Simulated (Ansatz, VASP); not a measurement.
**Cu3N in VASP and in Ansatz**

```
CELL_PARAMETERS angstrom
3.83255 0.00000 0.00000
0.00000 3.83255 0.00000
0.00000 0.00000 3.83255
ATOMIC_POSITIONS crystal
N 0.00000 0.00000 0.00000
Cu 0.50000 0.00000 0.00000
Cu 0.00000 0.50000 0.00000
Cu 0.00000 0.00000 0.50000
```

Alike in both runs: task single point; functional PBE; k mesh 6 × 6 × 6; occupations tetrahedron; collinear spin.

|  | VASP | Ansatz |
| --- | --- | --- |
| version | VASP 6.6.1 | Ansatz 0.2.0 |
| potentials or method | VASP PAW PBE potentials, release 64 (N, Cu), cutoff 600 eV | PAW plane waves |
| valence electrons in the cell | 38 | 62 |

|  | VASP | Ansatz | Ansatz less VASP |
| --- | --- | --- | --- |
| gap on the k mesh at the Fermi level (eV) | 0.25 | 0.23 | -0.023 |
| pressure (GPa) | 0.3 | -0.3 | -0.64 |
| net moment per atom (μB) | 0.00 | 0.00 | 0.000 |

VASP's potentials hold 38 valence electrons a cell and Ansatz's 62, so a difference there can come from the potentials and not from the codes. Ansatz's warnings: band table not solved further, no starting moments, product built on unsolved table, stability check not made, tetrahedron derivatives may miss energy slope.
